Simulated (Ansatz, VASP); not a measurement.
## Two plane-wave programs on Al2InN3

File INCAR:

```
SYSTEM = Al2InN3
PREC = Accurate
ENCUT = 520
EDIFF = 1E-6
ISMEAR = 0
SIGMA = 0.05
LREAL = .False.
LASPH = .True.
NELM = 60
ALGO = Normal
ISIF = 2
LWAVE = .False.
LCHARG = .False.
GGA = PE
NBANDS = 46
```

The input KPOINTS:

```
regular mesh
0
Gamma
  6 6 6
  0 0 0
```

Contents of POSCAR:

```
Al2InN3
1.0
    5.1058017645     -2.9363770975      0.0000000000
    5.1058017645      2.9363770975      0.0000000000
    0.0000000000      0.0000000000      5.4511039780
Al In N
4 2 6
Direct
    0.0084427086      0.3348641725      0.9917411822
    0.6651358275      0.9915572914      0.9917411822
    0.9915572914      0.6651358275      0.4917411822
    0.3348641725      0.0084427086      0.4917411822
    0.3220722962      0.6779277038      0.9869930315
    0.6779277038      0.3220722962      0.4869930315
    0.0367610679      0.3336262977      0.3556963910
    0.6663737023      0.9632389321      0.3556963910
    0.9632389321      0.6663737023      0.8556963910
    0.3336262977      0.0367610679      0.8556963910
    0.2982358752      0.7017641248      0.4061317922
    0.7017641248      0.2982358752      0.9061317922
```

Input for Ansatz:

```yaml
crystal:
  lattice:
    - [5.1058017645, -2.9363770975, 0.0]
    - [5.1058017645, 2.9363770975, 0.0]
    - [0.0, 0.0, 5.451103978]
  atoms:
    - { symbol: Al, position: [0.0084427086, 0.3348641725, 0.9917411822] }
    - { symbol: Al, position: [0.6651358275, 0.9915572914, 0.9917411822] }
    - { symbol: Al, position: [0.9915572914, 0.6651358275, 0.4917411822] }
    - { symbol: Al, position: [0.3348641725, 0.0084427086, 0.4917411822] }
    - { symbol: In, position: [0.3220722962, 0.6779277038, 0.9869930315] }
    - { symbol: In, position: [0.6779277038, 0.3220722962, 0.4869930315] }
    - { symbol: "N", position: [0.0367610679, 0.3336262977, 0.355696391] }
    - { symbol: "N", position: [0.6663737023, 0.9632389321, 0.355696391] }
    - { symbol: "N", position: [0.9632389321, 0.6663737023, 0.855696391] }
    - { symbol: "N", position: [0.3336262977, 0.0367610679, 0.855696391] }
    - { symbol: "N", position: [0.2982358752, 0.7017641248, 0.4061317922] }
    - { symbol: "N", position: [0.7017641248, 0.2982358752, 0.9061317922] }
basis:
  ecutwfc: 520.0
kpoints:
  mp_grid: { grid: [6, 6, 6] }
hamiltonian:
  xc: pbe
  pseudopotentials: { kind: paw, azcp: { folder: soft_1 } }
scf:
  occupations: { method: gaussian, width: 0.05 }
output:
  forces: true
  stress: true
  eigenvalues: true
```

Change from the starting cell: volume 13.621 Å^3 an atom, stretch along b over the lengths across it, relative to the relaxed cell 1.0000.

Alike in both runs: task single point; functional PBE; k mesh 6 × 6 × 6; occupations gaussian, width 0.05 eV; no spin polarisation.

|  | VASP | Ansatz |
| --- | --- | --- |
| version | VASP 6.6.1 | Ansatz 0.2.0 |
| potentials or method | VASP PAW PBE potentials, release 64 (Al, In_d, N), cutoff 520 eV | scalar-relativistic, plane waves, PAW |
| valence electrons in the cell | 68 | 68 |

|  | VASP | Ansatz | Ansatz less VASP |
| --- | --- | --- | --- |
| gap on the k mesh at the Fermi level (eV) | 1.54 | 1.54 | +0.001 |
| least direct gap on the mesh (eV) | 1.54 | 1.54 | +0.001 |
| pressure (GPa) | -15.1 | -15.1 | +0.06 |
| traceless stress, the component that is largest in VASP (GPa) | 0.33 | 0.33 | -0.002 |
| rms of the force components (eV/Å) | 0.024 | 0.025 | +0.0005 |

Atom by atom the forces differ by 0.008 eV/Å (rms over components).
